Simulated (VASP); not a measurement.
Runs of VASP 6.6.1 on CdTe (CsCl type). The structure is that of space group Pm-3m (No. 221), or close to it. The cells are those of the table. 

| spin | cell | smearing | gap on the mesh (eV) | pressure (GPa) |
| --- | --- | --- | --- | --- |
| off | a = 3.573 Å, 2 atoms | fermi-dirac 0.05 eV | none | 8.0 |
| collinear, zero start | a = 3.701 Å, 2 atoms | methfessel-paxton 0.005 eV | none | 0.2 |
| off | a = 3.701 Å, 2 atoms | fermi-dirac 0.05 eV | none | 0.2 |
| off | a = 3.435 Å, 2 atoms | fermi-dirac 0.05 eV | none | (a) |

Alike in all rows: task single point; level PBEsol; potentials or basis VASP PAW PBE potentials, release 64 (Cd, Te); k mesh 13 × 13 × 13; cutoff (eV) 520.

**Question.** Fill in the values left out.

**Answer.** (a) 22.3.

Caveats: the PAW data sets were made with another functional, which shifts forces and pressure a little; spin-orbit coupling is left out, which moves the levels of the heavy elements.

A k mesh can miss the band edges, and the runs leave out spin-orbit coupling on Cd, Te.

A gap of «none» marks levels without a gap at the run's occupations.
